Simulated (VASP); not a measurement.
Set up this calculation in VASP 6.6.1, as the native input.

| Quantity | Value |
| --- | --- |
| Task | single point |
| Functional | r2SCAN |
| Potentials or basis | VASP PAW PBE potentials, release 64 (Zn, As, C) |
| Cutoff | 660 eV |
| k mesh | 6 × 6 × 2 |
| Occupations | fermi-dirac, width 0.02 eV |
| Spin | no spin polarisation |
| Dipole correction | no |
| Further INCAR settings | ALGO = Normal; EDIFF = 1e-06; NBANDS = 36 |

ZnAs2C:

```
Zn As C
1.0
     3.59237    0.00000    0.00000
     0.00000    3.59237    0.00000
     0.00000    0.00000   10.83467
Zn As C
2 4 2
Direct
  0.50000 0.00000 0.85399
  0.00000 0.50000 0.14601
  0.50000 0.50000 0.00000
  0.00000 0.00000 0.29982
  0.50000 0.50000 0.50000
  0.00000 0.00000 0.70018
  0.50000 0.00000 0.40357
  0.00000 0.50000 0.59643
```

The input as run:

POSCAR

```
ZnAs2C
1.0
    3.5923683929      0.0000000000      0.0000000000
    0.0000000000      3.5923683929      0.0000000000
    0.0000000000      0.0000000000     10.8346690781
Zn As C
2 4 2
Direct
    0.5000000000      0.0000000000      0.8539916861
    0.0000000000      0.5000000000      0.1460083139
    0.5000000000      0.5000000000      0.0000000000
    0.0000000000      0.0000000000      0.2998228997
    0.5000000000      0.5000000000      0.5000000000
    0.0000000000      0.0000000000      0.7001771003
    0.5000000000      0.0000000000      0.4035748780
    0.0000000000      0.5000000000      0.5964251220
```

INCAR.step1

```
PREC = Accurate
ENCUT = 660
ISMEAR = -1
SIGMA = 0.02
LREAL = False
LASPH = True
NELM = 120
NBANDS = 36
GGA = PE
ALGO = Normal
EDIFF = 1E-5
LWAVE = True
LCHARG = False
GGA_COMPAT = False
```

INCAR.step2

```
PREC = Accurate
ENCUT = 660
EDIFF = 1E-6
ISMEAR = -1
SIGMA = 0.02
LREAL = False
LASPH = True
NELM = 120
ALGO = Normal
ISIF = 2
LWAVE = False
LCHARG = False
METAGGA = R2SCAN
LMIXTAU = True
NBANDS = 36
ISTART = 1
GGA_COMPAT = False
```

KPOINTS

```
regular mesh
0
Gamma
  6 6 2
```

Potentials or basis: VASP PAW PBE potentials, release 64 (Zn, As, C).

The run is started by

```sh
$ cat potpaw_PBE.64/Zn/POTCAR potpaw_PBE.64/As/POTCAR potpaw_PBE.64/C/POTCAR > POTCAR
$ cp INCAR.step1 INCAR
$ mpirun -np 1 vasp_std > vasp.out
$ cp INCAR.step2 INCAR
$ mpirun -np 1 vasp_std > vasp.out
```

Results of the run:

* Pressure: -2.5 GPa
* Largest force: 0.086 eV/Å
* Band gap on the k mesh: zero (bands 26 and 27 overlap by 0.28 eV)

Caveat: semilocal functionals underestimate gaps, and a narrow one can read as zero; the PAW data sets were made with another functional, which shifts forces and pressure a little.

Wall time 3.9 min on 1 thread of Intel(R) Xeon(R) 6975P-C (Granite Rapids), with other jobs on the host, peak memory 0.39 GiB.
